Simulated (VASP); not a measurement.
# Ta3W2 (I4/mmm) in VASP: notebook

Runs on Ta3W2. Level: PBE. Tasks: single point.

Everything below comes from runs of VASP 6.6.1. Logs are shortened: lines on timing, memory, paths and dates and some standing lists are left out, and cuts for length are marked.

## (1) The cell of the first run

It takes space group I4/mmm (No. 139, tetragonal). Conventional cell: a = 2.885 Å, b = 2.885 Å, c = 20.403 Å, α = 90.00°, β = 90.00°, γ = 90.00°. Within 3.8 Å of Ta (site symmetry 4mm) lie 8 Ta at 2.89 Å and 4 W at 2.89 Å. Within 3.8 Å of Ta (site symmetry 4/mmm) lie 12 Ta at 2.89 Å. Within 3.8 Å of W (site symmetry 4mm) lie 8 W at 2.89 Å and 4 Ta at 2.89 Å.

## (2) Single point, PBE

The input, INCAR:

```
PREC = Accurate
ENCUT = 520
EDIFF = 1E-7
ISMEAR = 0
SIGMA = 0.1
LREAL = F
LASPH = T
NELM = 60
ALGO = Fast
ISIF = 2
LWAVE = F
LCHARG = F
GGA = PE
NBANDS = 38
```

The input, KPOINTS:

```
Automatic mesh
0
Gamma
  8 8 8
```

The input, POSCAR:

```
Ta3W2
1.0
   -1.4427024100      1.4427024100     10.2014465900
    1.4427024100     -1.4427024100     10.2014465900
    1.4427024100      1.4427024100    -10.2014465900
Ta W
3 2
Direct
    0.9000000000      0.9000000000      0.0000000000
    0.5000000000      0.5000000000      0.0000000000
    0.1000000000      0.1000000000      0.0000000000
    0.7000000000      0.7000000000      0.0000000000
    0.3000000000      0.3000000000      0.0000000000
```

Potentials or basis: VASP PAW PBE potentials, release 64 (Ta_pv, W_sv).

On the command line:

```sh
cat potpaw_PBE.64/Ta_pv/POTCAR potpaw_PBE.64/W_sv/POTCAR > POTCAR
mpirun -np 1 vasp_std > vasp.out
```

OUTCAR:

```text
PREC = Accurate
   ENCUT = 520
   EDIFF = 1E-7
   ISMEAR = 0
   LREAL = F
   LASPH = T
   NELM = 60
   ISIF = 2
   GGA = PE

 ion  position               nearest neighbor table
   1  0.900  0.900  0.000-   2 2.89   2 2.89   2 2.89   5 2.89   2 2.89   5 2.89   5 2.89   5 2.89

   2  0.500  0.500  0.000-   3 2.89   3 2.89   3 2.89   1 2.89   3 2.89   1 2.89   1 2.89   1 2.89

   3  0.100  0.100  0.000-   4 2.89   4 2.89   4 2.89   2 2.89   4 2.89   2 2.89   2 2.89   2 2.89

   4  0.700  0.700  0.000-   5 2.89   5 2.89   5 2.89   5 2.89   3 2.89   3 2.89   3 2.89   3 2.89

   5  0.300  0.300  0.000-   4 2.89   4 2.89   4 2.89   4 2.89   1 2.89   1 2.89   1 2.89   1 2.89

  LATTYP: Found a body centered tetragonal cell.
 ALAT       =     2.8854048200
 C/A-ratio  =     7.0710678233

  Lattice vectors:

 A1 = (  -1.4427024100,   1.4427024100,  10.2014465900)
 A2 = (   1.4427024100,  -1.4427024100,  10.2014465900)
 A3 = (   1.4427024100,   1.4427024100, -10.2014465900)

Analysis of symmetry for initial positions (statically):
=====================================================================
 Subroutine PRICEL returns:
 Original cell was already a primitive cell.

 Routine SETGRP: Setting up the symmetry group for a
 body centered tetragonal supercell.

 Subroutine GETGRP returns: Found 16 space group operations
 (whereof 16 operations were pure point group operations)
 out of a pool of 16 trial point group operations.

The static configuration has the point symmetry D_4h.

Analysis of symmetry for dynamics (positions and initial velocities):
=====================================================================
 Subroutine PRICEL returns:
 Original cell was already a primitive cell.

 Routine SETGRP: Setting up the symmetry group for a
 body centered tetragonal supercell.

 Subroutine GETGRP returns: Found 16 space group operations
 (whereof 16 operations were pure point group operations)
 out of a pool of 16 trial point group operations.

The dynamic configuration has the point symmetry D_4h.

 Subroutine INISYM returns: Found 16 space group operations
 (whereof 16 operations are pure point group operations),
 and found     1 'primitive' translations

----------------------------------------------------------------------------------------

                                     Primitive cell

[... 97 lines left out ...]
   LREAL  =      F    real-space projection
   EDIFFG = 0.1E-05   stopping-criterion for IOM
   NSW    =      0    number of steps for IOM
   IBRION =     -1    ionic relax: 0-MD 1-quasi-New 2-CG
   NFREE  =      0    steps in history (QN), initial steepest desc. (CG)
   ISIF   =      2    stress and relaxation
   ISYM   =      2    0-nonsym 1-usesym 2-fastsym
   POTIM  = 0.5000    time-step for ionic-motion
   TEBEG  =    0.0;   TEEND  =   0.0 temperature during run
   PSTRESS=    0.0 pullay stress
   NELECT =      61.0000    total number of electrons
   NUPDOWN=      -1.0000    fix difference up-down
   EMIN   =  10.00;   EMAX   =-10.00  energy-range for DOS
   EFERMI =   0.00;   METHOD = LEGACY
   ISMEAR =     0;   SIGMA  =   0.10  broadening in eV -4-tet -1-fermi 0-gaus
   EFERMI_NEDOS =   21; number of points for ismear=-14 and -15
   IALGO  =     68    algorithm
   IMIX   =      4    mixing-type and parameters
     AMIX     =   0.40;   BMIX     =  1.00
     AMIX_MAG =   1.60;   BMIX_MAG =  1.00
  volume/ion in A,a.u.               =      16.99       114.63
  Fermi-wavevector in a.u.,A,eV,Ry     =   1.466087  2.770502 29.244506  2.149411
  Thomas-Fermi vector in A             =   2.581866
   LORBIT       =      0    0 simple, 1 ext, 2 COOP (PROOUT), +10 PAW based schemes
   GGA     = PE    functional components
   LHFCALC =     F    Hartree Fock is set to
   AEXX    =    0.0000 exact exchange contribution
   IVDW    =     0    specifies the selected vdW correction
   LEPSILON=     F    determine dielectric tensor
   LRPA    =     F    only Hartree local field effects (RPA)
 non-spin polarized calculation
 RMM-DIIS sequential band-by-band and
 Gauss-broadening in eV      SIGMA  =   0.10
  energy-cutoff  :      520.00
  volume of cell :       84.93
 maximum number of plane-waves:      2317
 NGX is ok and might be reduce to    80
   NGX = 39   NGY = 39   NGZ = 39

 number of electron      61.0000001 magnetization

 Free energy of the ion-electron system (eV)
  ---------------------------------------------------
  ext. energy  EPLUGINS =         0.00000000
  ---------------------------------------------------
  free energy    TOTEN  =       -59.36611009 eV

  energy without entropy =      -59.34072372  energy(sigma->0) =      -59.35341690

 E-fermi :   7.8154     XC(G=0): -13.0533

 val. band max:        7.8117905971   @ k =  -0.3750  -0.3750   0.3750
 cond. band min:       7.8336665105   @ k =  -0.2500   0.3750   0.2500
 fundamental gap:      0.0218759134
 Fermi energy:         7.8154305731

 k-point     1 :       0.0000    0.0000    0.0000
  band No.  band energies     occupation
      1     -65.8237      2.00000
      2     -65.7633      2.00000
      3     -30.3028      2.00000
      4     -29.8291      2.00000
      5     -29.8157      2.00000
      6     -29.8157      2.00000
[... 973 lines left out ...]
     37      10.9025      0.00000
     38      12.8764      0.00000

 [... further k-points ...]

------------------------ aborting loop because EDIFF is reached ----------------------------------------

  FORCE on cell =-STRESS in cart. coord.  units (eV):
  Direction    XX          YY          ZZ          XY          YZ          ZX
  --------------------------------------------------------------------------------------
  -------------------------------------------------------------------------------------
  Total        7.4677926      7.4677926      4.5879566      0.0000000      0.0000000      0.0000000
  in kB      140.8729358    140.8729358     86.5475185      0.0000000      0.0000000      0.0000000
  external PRESSURE =     122.7644634 kB  Pullay stress =       0.0000000 kB

 VOLUME and BASIS-vectors are now :
 -----------------------------------------------------------------------------
  energy-cutoff  :      520.00
  volume of cell :       84.93
      direct lattice vectors                 reciprocal lattice vectors
    -1.442702410  1.442702410 10.201446590     0.000000000  0.346571820  0.049012657
     1.442702410 -1.442702410 10.201446590     0.346571820  0.000000000  0.049012657
     1.442702410  1.442702410-10.201446590     0.346571820  0.346571820  0.000000000

 POSITION                                       TOTAL-FORCE (eV/Angst)
 -----------------------------------------------------------------------------------
      0.00000      0.00000     18.36260         0.000000      0.000000     -0.678983
      0.00000      0.00000     10.20145         0.000000      0.000000     -0.000000
      0.00000      0.00000      2.04029         0.000000      0.000000      0.678983
      0.00000      0.00000     14.28203        -0.000000     -0.000000      0.999283
      0.00000      0.00000      6.12087        -0.000000     -0.000000     -0.999283
 -----------------------------------------------------------------------------------
    total drift:                                0.000000     -0.000000      0.000000

  FREE ENERGIE OF THE ION-ELECTRON SYSTEM (eV)
  ---------------------------------------------------
  free  energy   TOTEN  =       -59.3661100876 eV

  energy  without entropy=      -59.3407237165  energy(sigma->0) =      -59.35341690
```

stdout:

```text
POSCAR found type information on POSCAR TaW
 POSCAR found :  2 types and       5 ions
 scaLAPACK will be used
 LDA part: xc-table for (Slater+PW92), standard interpolation
 POSCAR, INCAR and KPOINTS ok, starting setup
 FFT: planning ... GRIDC
 FFT: planning ... GRID_SOFT
 FFT: planning ... GRID
 WAVECAR not read
 entering main loop
```

Run time: 40 min. Hardware: 1 thread of AMD EPYC 9R45 (Zen 5), shared host; peak memory 0.98 GiB.

What came out:

| Quantity | Value |
| --- | --- |
| Free energy | -59.3661 eV |
| Pressure | 12.3 GPa |
| Largest force | 0.999 eV/Å |
| Band gap on the k mesh | zero (an odd number of electrons rules out a gap without spin polarisation) |

Forces in eV/Å, atoms in the order of the input:
```
Ta   0.000  0.000 -0.679
Ta   0.000  0.000  0.000
Ta   0.000  0.000  0.679
W    0.000  0.000  0.999
W    0.000  0.000 -0.999
```

Stress tensor (GPa, compression positive):
```
14.09  0.00  0.00
 0.00 14.09  0.00
 0.00  0.00  8.65
```

Caveat: the cell stands under pressure; spin-orbit coupling is left out, which moves the levels of the heavy elements.

## (3) Single point, PBE

This run uses another cell than the first one, of 17.31 Å³/atom.

The input, INCAR:

```
SYSTEM = Ta3W2
ALGO = Fast
EDIFF = 1E-6
ENCUT = 520
GGA = PE
ISIF = 2
ISMEAR = 0
LASPH = .TRUE.
LCHARG = .FALSE.
LREAL = .FALSE.
LWAVE = .FALSE.
NBANDS = 38
NELM = 60
PREC = Accurate
SIGMA = 0.1
```

The input, KPOINTS:

```
k-points
0
G
  8 8 8
  0 0 0
```

The input, POSCAR:

```
Ta3W2
1.0
   -1.6177682703      1.6177682703      8.2668953762
    1.6177682703     -1.6177682703      8.2668953762
    1.6177682703      1.6177682703     -8.2668953762
Ta W
3 2
Direct
    0.8962932018      0.8962932018      0.0000000000
    0.5000000000      0.5000000000      0.0000000000
    0.1037067982      0.1037067982      0.0000000000
    0.7029967370      0.7029967370      0.0000000000
    0.2970032630      0.2970032630      0.0000000000
```

Potentials or basis: VASP PAW PBE potentials, release 64 (Ta_pv, W_sv).

On the command line:

```sh
cat potpaw_PBE.64/Ta_pv/POTCAR potpaw_PBE.64/W_sv/POTCAR > POTCAR
mpirun -np 1 vasp_std > vasp.out
```

OUTCAR:

```text
SYSTEM = Ta3W2
   EDIFF = 1E-6
   ENCUT = 520
   GGA = PE
   ISIF = 2
   ISMEAR = 0
   LASPH = .TRUE.
   LREAL = .FALSE.
   NELM = 60
   PREC = Accurate

 ion  position               nearest neighbor table
   1  0.896  0.896  0.000-   5 2.82   5 2.82   5 2.82   5 2.82   2 2.86   2 2.86   2 2.86   2 2.86
                             4 3.20   3 3.43
   2  0.500  0.500  0.000-   3 2.86   1 2.86   3 2.86   1 2.86   1 2.86   3 2.86   3 2.86   1 2.86
                             4 3.36   5 3.36
   3  0.104  0.104  0.000-   4 2.82   4 2.82   4 2.82   4 2.82   2 2.86   2 2.86   2 2.86   2 2.86
                             5 3.20   1 3.43
   4  0.703  0.703  0.000-   5 2.77   5 2.77   5 2.77   5 2.77   3 2.82   3 2.82   3 2.82   3 2.82
                             1 3.20   2 3.36
   5  0.297  0.297  0.000-   4 2.77   4 2.77   4 2.77   4 2.77   1 2.82   1 2.82   1 2.82   1 2.82
                             3 3.20   2 3.36

  LATTYP: Found a body centered tetragonal cell.
 ALAT       =     3.2355365406
 C/A-ratio  =     5.1100615137

  Lattice vectors:

 A1 = (  -1.6177682703,   1.6177682703,   8.2668953762)
 A2 = (   1.6177682703,  -1.6177682703,   8.2668953762)
[... 185 lines left out ...]
 val. band max:        7.3707479931   @ k =  -0.2500   0.1250   0.0000
 cond. band min:       7.3863080377   @ k =  -0.3750  -0.3750   0.3750
 fundamental gap:      0.0155600446
 Fermi energy:         7.3837691017

 k-point     1 :       0.0000    0.0000    0.0000
  band No.  band energies     occupation
      1     -66.0988      2.00000
      2     -65.9949      2.00000
      3     -30.4532      2.00000
      4     -30.4177      2.00000
      5     -30.4177      2.00000
      6     -30.0863      2.00000
[... 973 lines left out ...]
     37      10.9755      0.00000
     38      11.2619      0.00000

 [... further k-points ...]

------------------------ aborting loop because EDIFF is reached ----------------------------------------

  FORCE on cell =-STRESS in cart. coord.  units (eV):
  Direction    XX          YY          ZZ          XY          YZ          ZX
  --------------------------------------------------------------------------------------
  -------------------------------------------------------------------------------------
  Total        0.0330452      0.0330452     -0.0512887      0.0000000      0.0000000      0.0000000
  in kB        0.6117638      0.6117638     -0.9495047      0.0000000      0.0000000      0.0000000
  external PRESSURE =       0.0913409 kB  Pullay stress =       0.0000000 kB

 VOLUME and BASIS-vectors are now :
 -----------------------------------------------------------------------------
  energy-cutoff  :      520.00
  volume of cell :       86.54
      direct lattice vectors                 reciprocal lattice vectors
    -1.617768270  1.617768270  8.266895376     0.000000000  0.309067750  0.060482198
     1.617768270 -1.617768270  8.266895376     0.309067750  0.000000000  0.060482198
     1.617768270  1.617768270 -8.266895376     0.309067750  0.309067750  0.000000000

 POSITION                                       TOTAL-FORCE (eV/Angst)
 -----------------------------------------------------------------------------------
      0.00000      0.00000     14.81912         0.000000      0.000000     -0.000037
      0.00000      0.00000      8.26690         0.000000      0.000000      0.000000
      0.00000      0.00000      1.71467         0.000000      0.000000      0.000037
      0.00000      0.00000     11.62320        -0.000000     -0.000000      0.012813
      0.00000      0.00000      4.91059         0.000000      0.000000     -0.012813
 -----------------------------------------------------------------------------------
    total drift:                                0.000000     -0.000000     -0.000000

  FREE ENERGIE OF THE ION-ELECTRON SYSTEM (eV)
  ---------------------------------------------------
  free  energy   TOTEN  =       -61.6368756894 eV

  energy  without entropy=      -61.6167957763  energy(sigma->0) =      -61.62683573
```

stdout:

```text
POSCAR found type information on POSCAR TaW
 POSCAR found :  2 types and       5 ions
 scaLAPACK will be used
 LDA part: xc-table for (Slater+PW92), standard interpolation
 POSCAR, INCAR and KPOINTS ok, starting setup
 FFT: planning ... GRIDC
 FFT: planning ... GRID_SOFT
 FFT: planning ... GRID
 WAVECAR not read
 entering main loop
```

Wall time 15 min (1 thread of AMD EPYC 9R45 (Zen 5), shared host); peak memory 0.64 GiB.

What came out:

```yaml
Free_energy: -61.6369 eV
Pressure: 0.0 GPa
Largest_force: 0.013 eV/Å
Band_gap_on_the_k_mesh: zero (an odd number of electrons rules out a gap without spin polarisation)
```

Forces on the atoms (eV/Å):
```
Ta   0.000  0.000  0.000
Ta   0.000  0.000  0.000
Ta   0.000  0.000  0.000
W    0.000  0.000  0.013
W    0.000  0.000 -0.013
```

Caveat: spin-orbit coupling is left out, which moves the levels of the heavy elements.
